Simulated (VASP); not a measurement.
Here is a VASP 6.6.1 calculation.

The input INCAR:

```
SYSTEM = Si3N2
  ALGO = Normal
  EDIFF = 1E-6
  ENCUT = 520
  GGA = PE
  ISIF = 2
  ISMEAR = 0
  LASPH = .True.
  LCHARG = .False.
  LREAL = .False.
  LWAVE = .False.
  NBANDS = 33
  NELM = 100
  PREC = Accurate
  SIGMA = 0.01
```

File KPOINTS:

```
k-points
0
Gamma
  6 6 6
  0 0 0
```

POSCAR

```
Si3N2
1.0
    5.6768665164     -2.6497047671      0.0000000000
    5.6768665164      2.6497047671      0.0000000000
    0.0000000000      0.0000000000      4.6699140220
Si N
6 4
Direct
    0.6466158755      0.9909065378      0.2789736467
    0.0090934622      0.3533841245      0.2789736467
    0.9909065378      0.6466158755      0.7789736467
    0.3533841245      0.0090934622      0.7789736467
    0.3865812216      0.6134187784      0.7080022454
    0.6134187784      0.3865812216      0.2080022454
    0.3373063917      0.0754327799      0.1435252307
    0.9245672201      0.6626936083      0.1435252307
    0.0754327799      0.3373063917      0.6435252307
    0.6626936083      0.9245672201      0.6435252307
```

Potentials or basis: VASP PAW PBE potentials, release 64 (Si, N).

Run with:

```bash
$ cat potpaw_PBE.64/Si/POTCAR potpaw_PBE.64/N/POTCAR > POTCAR
$ mpirun -np 1 vasp_std > vasp.out
```

(1) Estimate the band gap on the k mesh.

(2) Estimate the largest force.

## Answers

(1) 1.16 eV (least direct gap 1.29 eV).

(2) 0.010 eV/Å.
